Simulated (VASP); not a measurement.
Input of a VASP 6.6.1 run:

Contents of INCAR:

```
SYSTEM = Pb
PREC = Accurate ; ENCUT = 520
EDIFF = 1E-7 ; ISMEAR = -1
SIGMA = 0.04 ; LREAL = .False.
LASPH = .True. ; NELM = 80
ALGO = Fast ; ISIF = 2
LWAVE = .False. ; LCHARG = .False.
GGA = PE ; NBANDS = 13
```

File KPOINTS:

```
regular mesh
0
Gamma
  4 4 4
  0 0 0
```

File POSCAR:

```
Pb
1.0
    0.0000000000      2.4750200000      2.4750200000
    2.4750200000      0.0000000000      2.4750200000
    2.4750200000      2.4750200000      0.0000000000
Pb
1
Direct
    0.0000000000      0.0000000000      0.0000000000
```

Potentials or basis: VASP PAW PBE potentials, release 64 (Pb_d).

The run is started by

```console
$ cat potpaw_PBE.64/Pb_d/POTCAR > POTCAR
$ mpirun -np 1 vasp_std > vasp.out
```

(1) What does it give for the band gap on the k mesh?

(2) What does it give for the pressure?

## Answers

(1) zero (band 7 reaches 14.68 eV, above the bottom of band 8 at 5.90 eV).

(2) 1.8 GPa.

Caveat: the k points lie up to 0.55 Å⁻¹ apart; spin-orbit coupling is left out, which moves the levels of the heavy elements.
